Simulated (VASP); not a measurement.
Al, 8 atoms in the cell. The typed cell holds 8 atoms: a = 5.638 Å, b = 5.664 Å, c = 5.664 Å, α = 75.66°, β = 60.16°, γ = 60.15°. 

- Program: VASP 6.6.1
- Task: single point
- Functional: PBE
- Potentials or basis: VASP PAW PBE potentials, release 64 (Al)
- Cutoff: 520 eV
- k mesh: 6 × 6 × 6
- Occupations: gaussian, width 0.2 eV
- Spin: no spin polarisation
- Dipole correction: no
- Further INCAR settings: ALGO = Fast; EDIFF = 1e-06; NBANDS = 22

Potentials or basis: VASP PAW PBE potentials, release 64 (Al).

Command:

```console
$ cat potpaw_PBE.64/Al/POTCAR > POTCAR
$ mpirun -np 1 vasp_std > vasp.out
```

Hardware: 1 thread of AMD EPYC 9R45 96-Core Processor (Zen 5), on a shared host.

Q: How long does it take, and how much memory?

A: Run time: 76 s on 1 thread of AMD EPYC 9R45 96-Core Processor (Zen 5) (shared host), peak memory 0.26 GiB. Counts: scf iterations 12, k points 46.
